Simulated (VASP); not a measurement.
A run of VASP 6.6.1 is set up as follows.

INCAR

```
PREC     = Accurate       # precision mode
ENCUT    = 750            # plane-wave cutoff, eV
EDIFF    = 1E-6           # SCF threshold, eV
ISMEAR   = 0              # smearing method
SIGMA    = 0.1            # smearing width, eV
LREAL    = False          # projectors in reciprocal space
LASPH    = True           # aspherical terms in the spheres
NELM     = 200            # most SCF steps
ALGO     = Normal         # electronic algorithm
ISIF     = 2              # what is computed and relaxed
LWAVE    = False          # write WAVECAR
LCHARG   = False          # write CHGCAR
GGA      = PE             # functional
NBANDS   = 17             # bands
GGA_COMPAT= False        
LMAXMIX  = 6              # l up to which the mixer works
```

Contents of KPOINTS:

```
regular mesh
0
Gamma
  12 12 12
```

Contents of POSCAR:

```
Li3Dy
1.0
    0.0000000000      3.5857671867      3.5857671867
    3.5857671867      0.0000000000      3.5857671867
    3.5857671867      3.5857671867      0.0000000000
Li Dy
3 1
Direct
    0.5000000000      0.5000000000      0.5000000000
    0.2500000000      0.2500000000      0.2500000000
    0.7500000000      0.7500000000      0.7500000000
    0.0000000000      0.0000000000      0.0000000000
```

Potentials or basis: VASP PAW PBE potentials, release 64 (Li_sv, Dy_3), 4f in core.

Command:

```console
$ cat potpaw_PBE.64/Li_sv/POTCAR potpaw_PBE.64/Dy_3/POTCAR > POTCAR
$ mpirun -np 1 vasp_std > vasp.out
```

What does it give for the band gap on the k mesh?

Zero (bands 9 and 10 overlap by 0.85 eV).

Estimate the pressure.

0.0 GPa.

Caveat: spin-orbit coupling is left out, which moves the levels of the heavy elements; the 4f electrons are frozen in the core, so they carry no moment and show no levels. Spin polarisation is off, so any magnetic state and its effect on volume and gap are missing.
